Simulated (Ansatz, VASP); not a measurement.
# One calculation of HfTe4, two programs

```
Hf Te
1.0
     5.59697    0.00000    0.00000
     0.00000    5.59697    0.00000
     0.00000    0.00000    5.59697
Hf Te
1 4
Cartesian
  2.7985 2.7985 2.7985
  4.3700 4.3700 4.3700
  1.2270 1.2270 4.3700
  1.2270 4.3700 1.2270
  4.3700 1.2270 1.2270
```

Alike in both runs: functional PBE; k mesh 4 × 4 × 4; occupations gaussian, width 0.1 eV; no spin polarisation.

Ansatz relaxed the structure, and its values are those at the end. VASP's run is a single point on that final structure, the one shown.

```csv
,VASP,Ansatz
version,VASP 6.6.1,Ansatz 0.2.0
potentials or method,"VASP PAW PBE potentials, release 64 (Hf_pv, Te), cutoff 500 eV","scalar-relativistic, plane waves, PAW"
valence electrons in the cell,34,90
```

Ansatz gave:

- gap on the k mesh at the Fermi level (eV): none
- pressure (GPa): 0.3
- rms of the force components (eV/Å): 0.011

Q: What did VASP give for the same quantities?

A: gap on the k mesh at the Fermi level (eV): none; pressure (GPa): 0.2; rms of the force components (eV/Å): 0.005.

A gap of «none» marks a metal or a gap that the smearing closes. VASP's potentials hold 34 valence electrons a cell and Ansatz's 90, so a difference there can come from the potentials and not from the codes.

Spin-orbit coupling is off throughout.
